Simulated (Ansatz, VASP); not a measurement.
**LiF in VASP and in Ansatz**

INCAR

```
SYSTEM = LiF
PREC = Accurate ; ENCUT = 750
EDIFF = 1E-6 ; ISMEAR = 0
SIGMA = 0.02 ; LREAL = .FALSE.
LASPH = .TRUE. ; NELM = 120
ALGO = Normal ; ISIF = 2
LWAVE = .FALSE. ; LCHARG = .TRUE.
GGA = PE ; LELF = .TRUE.
LVHAR = .TRUE. ; NBANDS = 12
GGA_COMPAT = .FALSE.
```

Contents of KPOINTS:

```
regular mesh
0
G
  10 10 10
  0 0 0
```

POSCAR

```
LiF
1.0
    0.0000000000      1.9922752211      1.9922752211
    1.9922752211      0.0000000000      1.9922752211
    1.9922752211      1.9922752211      0.0000000000
Li F
1 1
Direct
    0.0000000000      0.0000000000      0.0000000000
    0.5000000000      0.5000000000      0.5000000000
```

Input for Ansatz:

```yaml
crystal:
  lattice:
    - [0.0, 1.9922752211, 1.9922752211]
    - [1.9922752211, 0.0, 1.9922752211]
    - [1.9922752211, 1.9922752211, 0.0]
  atoms:
    - { symbol: Li, position: [0.0, 0.0, 0.0] }
    - { symbol: F, position: [0.5, 0.5, 0.5] }
basis:
  ecutwfc: 420
  xc_grid: 4
  precision: f64
kpoints:
  mp_grid: { grid: [10, 10, 10] }
hamiltonian:
  xc: pbe
scf:
  occupations: { method: gaussian, width: 0.02 }
  eigensolver: { kind: davidson }
output:
  forces: true
  eigenvalues: true
  stress: true
```

Alike in both runs: task single point; functional PBE; k mesh 10 × 10 × 10; occupations gaussian, width 0.02 eV; no spin polarisation.

|  | VASP | Ansatz |
| --- | --- | --- |
| version | VASP 6.6.1 | Ansatz 0.2.0 |
| potentials or method | VASP PAW PBE potentials, release 64 (Li_sv, F), cutoff 750 eV | scalar-relativistic, plane waves, PAW |
| valence electrons in the cell | 10 | 10 |

```tsv
	VASP	Ansatz	Ansatz less VASP
gap on the k mesh at the Fermi level (eV)	9.37	9.38	+0.011
pressure (GPa)	4.0	4.8	+0.76
```
